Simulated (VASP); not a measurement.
# BaTiO3 (R3m) in VASP: notebook

Runs on BaTiO3. Level: LDA. Tasks: single point.

All numbers are computed with VASP 6.6.1; they aren't measurements. Logs are shortened: lines on timing, memory, paths and dates and some standing lists are left out, and cuts for length are marked.

### Step 1. The cell of the first run

Symmetry: R3m, No. 160, trigonal system. Conventional cell: a = 5.693 Å, b = 5.693 Å, c = 6.999 Å, α = 90.00°, β = 90.00°, γ = 120.00°. Within 3.7 Å of Ba (site symmetry 3m) lie 12 O at 2.81 to 2.90 Å and 8 Ti at 3.40 to 3.60 Å. Ti (site symmetry 3m) has 6 O at 1.89 to 2.15 Å within 2.5 Å. O (site symmetry m) has 2 Ti at 1.89 to 2.15 Å within 2.5 Å.

### Step 2. Single point, LDA (13.10 Å³/atom)

INCAR

```
  ALGO = Normal
  EDIFF = 1E-6
  ENCUT = 520
  GGA = CA
  ISIF = 2
  ISMEAR = -1
  LASPH = T
  LCHARG = T
  LELF = T
  LREAL = F
  LVHAR = T
  LWAVE = F
  NBANDS = 28
  NELM = 80
  PREC = Accurate
  SIGMA = 0.05
```

KPOINTS

```
k-points
0
Gamma
  9 9 9
```

POSCAR

```
BaTiO3
1.0
    2.8463949824      1.6433669093      2.3330812713
   -2.8463949824      1.6433669093      2.3330812713
    0.0000000000     -3.2867338186      2.3330812713
Ba Ti O
1 1 3
Direct
    0.0000000000      0.0000000000      0.0000000000
    0.5140000000      0.5140000000      0.5140000000
    0.4916000000      0.4916000000      0.9815000000
    0.4916000000      0.9815000000      0.4916000000
    0.9815000000      0.4916000000      0.4916000000
```

Potentials or basis: VASP PAW LDA potentials, release 64 (Ba_sv, Ti_sv, O).

Started as:

```sh
> cat potpaw_LDA.64/Ba_sv/POTCAR potpaw_LDA.64/Ti_sv/POTCAR potpaw_LDA.64/O/POTCAR > POTCAR
> mpirun -np 1 vasp_std > vasp.out
```

OUTCAR:

```text
EDIFF = 1E-6
   ENCUT = 520
   GGA = CA
   ISIF = 2
   ISMEAR = -1
   LASPH = T
   LREAL = F
   NELM = 80
   PREC = Accurate

 ion  position               nearest neighbor table
   1  0.000  0.000  0.000-   3 2.81   4 2.81   5 2.81   5 2.85   4 2.85   4 2.85   5 2.85   3 2.85
                             3 2.85   3 2.90   4 2.90   5 2.90   2 3.40   2 3.46   2 3.46   2 3.46
   2  0.514  0.514  0.514-   3 1.89   4 1.89   5 1.89   3 2.15   4 2.15   5 2.15   1 3.40   1 3.46
                             1 3.46   1 3.46   1 3.52   1 3.52   1 3.52   1 3.60
   3  0.492  0.492  0.981-   2 1.89   2 2.15   1 2.81   1 2.85   1 2.85   1 2.90
   4  0.492  0.981  0.492-   2 1.89   2 2.15   1 2.81   1 2.85   1 2.85   1 2.90
   5  0.981  0.492  0.492-   2 1.89   2 2.15   1 2.81   1 2.85   1 2.85   1 2.90

  LATTYP: Found a trigonal (rhomboedric) cell.
 ALAT       =     4.0306187382
 COS(alpha) =     0.0025827226

  Lattice vectors:

 A1 = (   2.8463949824,   1.6433669093,   2.3330812713)
 A2 = (  -2.8463949824,   1.6433669093,   2.3330812713)
 A3 = (   0.0000000000,  -3.2867338186,   2.3330812713)

Analysis of symmetry for initial positions (statically):
=====================================================================
 Subroutine PRICEL returns:
 Original cell was already a primitive cell.

 Routine SETGRP: Setting up the symmetry group for a
 trigonal (rhombohedral) supercell.

 Subroutine GETGRP returns: Found  6 space group operations
 (whereof  6 operations were pure point group operations)
 out of a pool of 12 trial point group operations.

The static configuration has the point symmetry C_3v.

Analysis of symmetry for dynamics (positions and initial velocities):
=====================================================================
 Subroutine PRICEL returns:
 Original cell was already a primitive cell.

 Routine SETGRP: Setting up the symmetry group for a
 trigonal (rhombohedral) supercell.

 Subroutine GETGRP returns: Found  6 space group operations
 (whereof  6 operations were pure point group operations)
 out of a pool of 12 trial point group operations.

The dynamic configuration has the point symmetry C_3v.

 Subroutine INISYM returns: Found  6 space group operations
 (whereof  6 operations are pure point group operations),
 and found     1 'primitive' translations

----------------------------------------------------------------------------------------

                                     Primitive cell

  volume of cell :      65.4803

  direct lattice vectors                    reciprocal lattice vectors
     2.846394982  1.643366909  2.333081271     0.175660793  0.101417806  0.142872577
    -2.846394982  1.643366909  2.333081271    -0.175660793  0.101417806  0.142872577
     0.000000000 -3.286733819  2.333081271     0.000000000 -0.202835612  0.142872577

  length of vectors
     4.030618738  4.030618738  4.030618738     0.248102517  0.248102517  0.248102517

  position of ions in fractional coordinates (direct lattice)
     0.000000000  0.000000000  0.000000000
     0.514000000  0.514000000  0.514000000
     0.491600000  0.491600000  0.981500000
     0.491600000  0.981500000  0.491600000
     0.981500000  0.491600000  0.491600000

  ion indices of the primitive-cell ions
   primitive index   ion index
                 1           1
                 2           2
                 3           3
                 4           4
                 5           5

----------------------------------------------------------------------------------------

 KPOINTS: k-points

Automatic generation of k-mesh.
 Grid dimensions read from file:
 generate k-points for:    9    9    9

 Generating k-lattice:

  Cartesian coordinates                     Fractional coordinates (reciprocal lattice)
     0.019517866  0.011268645  0.015874731     0.111111111  0.000000000  0.000000000
    -0.019517866  0.011268645  0.015874731     0.000000000  0.111111111  0.000000000
     0.000000000 -0.022537290  0.015874731     0.000000000  0.000000000  0.111111111

  Length of vectors
     0.027566946  0.027566946  0.027566946

  Shift w.r.t. Gamma in fractional coordinates (k-lattice)
     0.000000000  0.000000000  0.000000000

 Subroutine IBZKPT returns following result:
 ===========================================

 Found     85 irreducible k-points:

 Following reciprocal coordinates:
            Coordinates               Weight
  0.000000  0.000000  0.000000      1.000000
  0.111111 -0.000000  0.000000      6.000000
  0.222222  0.000000  0.000000      6.000000
  0.333333  0.000000  0.000000      6.000000
  0.444444  0.000000  0.000000      6.000000
  0.111111  0.111111  0.000000      6.000000
[... 16 lines left out ...]
 -0.333333  0.333333  0.000000      6.000000
  0.444444  0.444444  0.000000      6.000000
 [... further k-points ...]
   k-points           NKPTS =     85   k-points in BZ     NKDIM =     85   number of bands    NBANDS=     28
   number of dos      NEDOS =    301   number of ions     NIONS =      5
   total plane-waves  NPLWV =  27000
   dimension x,y,z NGX =    30 NGY =   30 NGZ =   30
   dimension x,y,z NGXF=    60 NGYF=   60 NGZF=   60
   ions per type =               1   1   3
   NGX,Y,Z   is equivalent  to a cutoff of  12.37, 12.37, 12.37 a.u.
   NGXF,Y,Z  is equivalent  to a cutoff of  24.75, 24.75, 24.75 a.u.
 SYSTEM =  unknown system
   PREC   = accura    normal or accurate (medium, high low for compatibility)
   ISTART =      0    job   : 0-new  1-cont  2-samecut
   ICHARG =      2    charge: 1-file 2-atom 10-const
   ISPIN  =      1    spin polarized calculation?
   LNONCOLLINEAR =      F non collinear calculations
   LSORBIT =      F    spin-orbit coupling
   LASPH  =      T    aspherical Exc in radial PAW
   ENCUT  =  520.0 eV  38.22 Ry    6.18 a.u.   7.49  7.49  7.49*2*pi/ulx,y,z
   NELM   =     80;   NELMIN=  2; NELMDL= -5     # of ELM steps
   EDIFF  = 0.1E-05   stopping-criterion for ELM
   LREAL  =      F    real-space projection
   EDIFFG = 0.1E-04   stopping-criterion for IOM
   NSW    =      0    number of steps for IOM
   IBRION =     -1    ionic relax: 0-MD 1-quasi-New 2-CG
   NFREE  =      0    steps in history (QN), initial steepest desc. (CG)
   ISIF   =      2    stress and relaxation
   ISYM   =      2    0-nonsym 1-usesym 2-fastsym
   POTIM  = 0.5000    time-step for ionic-motion
   TEBEG  =    0.0;   TEEND  =   0.0 temperature during run
   PSTRESS=    0.0 pullay stress
   NELECT =      40.0000    total number of electrons
   NUPDOWN=      -1.0000    fix difference up-down
   EMIN   =  10.00;   EMAX   =-10.00  energy-range for DOS
   EFERMI =   0.00;   METHOD = LEGACY
   ISMEAR =    -1;   SIGMA  =   0.05  broadening in eV -4-tet -1-fermi 0-gaus
   EFERMI_NEDOS =   21; number of points for ismear=-14 and -15
   IALGO  =     38    algorithm
   IMIX   =      4    mixing-type and parameters
     AMIX     =   0.40;   BMIX     =  1.00
     AMIX_MAG =   1.60;   BMIX_MAG =  1.00
  volume/ion in A,a.u.               =      13.10        88.38
  Fermi-wavevector in a.u.,A,eV,Ry     =   1.389071  2.624964 26.252703  1.929519
  Thomas-Fermi vector in A             =   2.513137
   LORBIT       =      0    0 simple, 1 ext, 2 COOP (PROOUT), +10 PAW based schemes
   GGA     = CA    functional components
   LHFCALC =     F    Hartree Fock is set to
   AEXX    =    0.0000 exact exchange contribution
   IVDW    =     0    specifies the selected vdW correction
   LEPSILON=     F    determine dielectric tensor
   LRPA    =     F    only Hartree local field effects (RPA)
 non-spin polarized calculation
  energy-cutoff  :      520.00
  volume of cell :       65.48
 maximum number of plane-waves:      1791
 NGX is ok and might be reduce to    30
   NGX = 15   NGY = 15   NGZ = 15

 number of electron      40.0000009 magnetization

 Free energy of the ion-electron system (eV)
  ---------------------------------------------------
  ext. energy  EPLUGINS =         0.00000000
  ---------------------------------------------------
  free energy    TOTEN  =       -44.09661386 eV

  energy without entropy =      -44.09661386  energy(sigma->0) =      -44.09661386

 E-fermi :   4.4791     XC(G=0): -11.6151

 val. band max:        3.2727650966   @ k =   0.4444   0.4444   0.4444
 cond. band min:       5.5260906610   @ k =   0.0000   0.0000   0.0000
 fundamental gap:      2.2533255644
 Fermi energy:         4.4791446796

 k-point     1 :       0.0000    0.0000    0.0000
  band No.  band energies     occupation
      1     -52.3361      2.00000
      2     -28.9813      2.00000
      3     -28.9813      2.00000
      4     -28.9781      2.00000
      5     -21.3889      2.00000
      6     -13.1671      2.00000
[... 20 lines left out ...]
     27       8.1929      0.00000
     28      10.2734      0.00000

 k-point     2 :       0.1111   -0.0000    0.0000
  band No.  band energies     occupation
      1     -52.3360      2.00000
      2     -28.9864      2.00000
      3     -28.9811      2.00000
      4     -28.9786      2.00000
      5     -21.3763      2.00000
      6     -13.1717      2.00000
[... 20 lines left out ...]
     27       8.4340      0.00000
     28      10.5707      0.00000

 k-point     3 :       0.2222    0.0000    0.0000
  band No.  band energies     occupation
      1     -52.3357      2.00000
      2     -29.0010      2.00000
      3     -28.9805      2.00000
      4     -28.9782      2.00000
      5     -21.3442      2.00000
      6     -13.2157      2.00000
[... 20 lines left out ...]
     27       9.0873      0.00000
     28      11.3944      0.00000

 k-point     4 :       0.3333    0.0000    0.0000
  band No.  band energies     occupation
      1     -52.3354      2.00000
      2     -29.0177      2.00000
      3     -28.9798      2.00000
      4     -28.9775      2.00000
      5     -21.3070      2.00000
      6     -13.3045      2.00000
[... 578 lines left out ...]
     27      11.4034      0.00000
     28      12.5567      0.00000

 k-point    23 :      -0.3333    0.3333    0.0000
  band No.  band energies     occupation
      1     -52.3346      2.00000
      2     -29.0169      2.00000
      3     -29.0137      2.00000
      4     -28.9771      2.00000
      5     -21.2463      2.00000
      6     -13.0335      2.00000
[... 20 lines left out ...]
     27      11.5439      0.00000
     28      11.8287      0.00000

 k-point    24 :       0.4444    0.4444    0.0000
  band No.  band energies     occupation
      1     -52.3342      2.00000
      2     -29.0262      2.00000
      3     -29.0241      2.00000
      4     -28.9763      2.00000
      5     -21.2123      2.00000
      6     -12.8351      2.00000
[... 20 lines left out ...]
     27      11.2793      0.00000
     28      12.9156      0.00000

 [... further k-points ...]

------------------------ aborting loop because EDIFF is reached ----------------------------------------

  FORCE on cell =-STRESS in cart. coord.  units (eV):
  Direction    XX          YY          ZZ          XY          YZ          ZX
  --------------------------------------------------------------------------------------
  -------------------------------------------------------------------------------------
  Total       -2.8927103     -2.8927103     -2.9061717      0.0000000      0.0000000      0.0000000
  in kB      -70.7790457    -70.7790457    -71.1084208      0.0000000      0.0000000      0.0000000
  external PRESSURE =     -70.8888374 kB  Pullay stress =       0.0000000 kB

 VOLUME and BASIS-vectors are now :
 -----------------------------------------------------------------------------
  energy-cutoff  :      520.00
  volume of cell :       65.48
      direct lattice vectors                 reciprocal lattice vectors
     2.846394982  1.643366909  2.333081271     0.175660793  0.101417806  0.142872577
    -2.846394982  1.643366909  2.333081271    -0.175660793  0.101417806  0.142872577
     0.000000000 -3.286733819  2.333081271     0.000000000 -0.202835612  0.142872577

 POSITION                                       TOTAL-FORCE (eV/Angst)
 -----------------------------------------------------------------------------------
      0.00000      0.00000      0.00000        -0.000000     -0.000000      0.106798
      0.00000      0.00000      3.59761        -0.000000      0.000000      0.181320
      0.00000     -1.61017      4.58380        -0.000000      0.026187     -0.096039
     -1.39445      0.80509      4.58380         0.022678     -0.013093     -0.096039
      1.39445      0.80509      4.58380        -0.022678     -0.013093     -0.096039
 -----------------------------------------------------------------------------------
    total drift:                               -0.000000      0.000002     -0.000095

  FREE ENERGIE OF THE ION-ELECTRON SYSTEM (eV)
  ---------------------------------------------------
  free  energy   TOTEN  =       -44.0966138640 eV

  energy  without entropy=      -44.0966138640  energy(sigma->0) =      -44.09661386
```

Wall time 3.6 min (1 thread of Intel Xeon 8259CL, shared host); peak memory 0.26 GiB.

What came out:

| Item | Value |
| --- | --- |
| Free energy | -44.0966 eV |
| Pressure | -7.1 GPa |
| Largest force | 0.181 eV/Å |
| Band gap on the k mesh | 2.25 eV (least direct gap 2.61 eV) |

Forces on the atoms (eV/Å):
```
Ba   0.000  0.000  0.107
Ti   0.000  0.000  0.181
O    0.000  0.026 -0.096
O    0.023 -0.013 -0.096
O   -0.023 -0.013 -0.096
```

Caveat: the cell stands under tension; spin-orbit coupling is left out, which moves the levels of the heavy elements; an odd mesh through Γ misses points on the zone boundary, where band edges can lie.

### Step 3. Single point, LDA (13.61 Å³/atom)

This run uses another cell than the first one, of 13.61 Å³/atom.

INCAR

```
SYSTEM = BaTiO3
ALGO = Normal
EDIFF = 1E-6
ENCUT = 520
ISIF = 2
ISMEAR = -1
LASPH = .TRUE.
LCHARG = .FALSE.
LREAL = .FALSE.
LWAVE = .FALSE.
NBANDS = 28
NELM = 80
PREC = Accurate
SIGMA = 0.05
```

KPOINTS

```
k-points
0
G
  9 9 9
  0 0 0
```

POSCAR: that of step 2 with these lines changed.

```diff
@@ -2,5 +2,5 @@
 1.0
-    2.8463949824      1.6433669093      2.3330812713
-   -2.8463949824      1.6433669093      2.3330812713
-    0.0000000000     -3.2867338186      2.3330812713
+    2.8831267109      1.6645739827      2.3631888664
+   -2.8831267109      1.6645739827      2.3631888664
+    0.0000000000     -3.3291479653      2.3631888664
 Ba Ti O
```

Potentials or basis: VASP PAW LDA potentials, release 64 (Ba_sv, Ti_sv, O).

Started as:

```sh
> cat potpaw_LDA.64/Ba_sv/POTCAR potpaw_LDA.64/Ti_sv/POTCAR potpaw_LDA.64/O/POTCAR > POTCAR
> mpirun -np 1 vasp_std > vasp.out
```

Wall time 3.6 min (1 thread of Intel Xeon 8259CL, shared host); peak memory 0.27 GiB.

It converged, with:

```
Free energy            : -43.9406 eV
Pressure               : -12.5 GPa
Largest force          : 0.555 eV/Å
Band gap on the k mesh : 2.16 eV (least direct gap 2.55 eV)
```

Forces on the atoms (eV/Å):
```
Ba   0.000  0.000  0.118
Ti   0.000  0.000  0.555
O    0.000  0.258 -0.224
O    0.224 -0.129 -0.224
O   -0.224 -0.129 -0.224
```

Stress tensor (GPa, compression positive):
```
-12.61   0.00   0.00
  0.00 -12.61   0.00
  0.00   0.00 -12.29
```

Levels at points of the mesh, in eV from the valence-band top:
```
           k point  band 18  band 19  band 20  band 21  band 22  band 23
(0.00, 0.00, 0.00)    -0.51    -0.39    -0.39     2.16     2.16     2.27
```

Caveat: the cell stands under tension; spin-orbit coupling is left out, which moves the levels of the heavy elements; an odd mesh through Γ misses points on the zone boundary, where band edges can lie.
